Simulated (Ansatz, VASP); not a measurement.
**TiCo: VASP beside Ansatz**

INCAR

```
SYSTEM = TiCo
PREC     = Accurate       ! precision mode
ENCUT    = 520            ! plane-wave cutoff, eV
EDIFF    = 1E-7           ! SCF threshold, eV
ISMEAR   = -1             ! smearing method
SIGMA    = 0.05           ! smearing width, eV
LREAL    = .FALSE.        ! projectors in reciprocal space
LASPH    = .TRUE.         ! aspherical terms in the spheres
NELM     = 150            ! most SCF steps
ALGO     = Fast           ! electronic algorithm
ISIF     = 2              ! what is computed and relaxed
LWAVE    = .FALSE.        ! write WAVECAR
LCHARG   = .FALSE.        ! write CHGCAR
ISPIN    = 2              ! spin polarisation
MAGMOM   = 2 1            ! initial moments
LORBIT   = 11             ! projections on sites
LMAXMIX  = 4              ! l up to which the mixer works
NBANDS   = 22             ! bands
```

Contents of KPOINTS:

```
Automatic mesh
0
G
  9 9 9
  0 0 0
```

Contents of POSCAR:

```
TiCo
1.0
    2.9251528449      0.0000000000      0.0000000000
    0.0000000000      2.9251528449      0.0000000000
    0.0000000000      0.0000000000      2.9251528449
Co Ti
1 1
Direct
    0.5000000000      0.5000000000      0.5000000000
    0.0000000000      0.0000000000      0.0000000000
```

Contents of input.yaml:

```yaml
crystal:
  lattice:
    - [2.9251528449, 0.0, 0.0]
    - [0.0, 2.9251528449, 0.0]
    - [0.0, 0.0, 2.9251528449]
  atoms:
    - { symbol: Co, position: [0.5, 0.5, 0.5], spin: 2.0 }
    - { symbol: Ti, position: [0.0, 0.0, 0.0], spin: 1.0 }
kpoints:
  mp_grid: { grid: [9, 9, 9] }
scf:
  occupations: { method: fermi_dirac, width: 0.05 }
hamiltonian:
  xc: lda
  pseudopotentials: { kind: all_electron, lapw: { basis_error: 0.001 } }
magnetization:
  spin_polarized: true
output:
  forces: true
  stress: true
  eigenvalues: true
```

Change from the starting cell: volume scaled by 0.94.

Alike in both runs: task single point; functional LDA; k mesh 9 × 9 × 9; occupations fermi-dirac, width 0.05 eV; collinear spin.

```csv
,VASP,Ansatz
version,VASP 6.6.1,Ansatz 0.2.0
potentials or method,"VASP PAW LDA potentials, release 64 (Co, Ti_sv), cutoff 520 eV","all-electron LAPW, scalar-relativistic"
```

```csv
,VASP,Ansatz,Ansatz less VASP
gap on the k mesh at the Fermi level (eV),none,none,-
pressure (GPa),-4.7,-4.5,+0.22
net moment per atom (μB),0.20,0.22,+0.023
size of the moment on the site where the two differ most (μB),0.39,0.46,+0.068
```

LDA's correlation is that of Perdew and Zunger in VASP and of Perdew and Wang (1992) in Ansatz. Site moments also hang on the region over which each program counts them. A gap of «none» marks a metal or a gap that the smearing closes. Ansatz ran all-electron here, and VASP with PAW potentials.
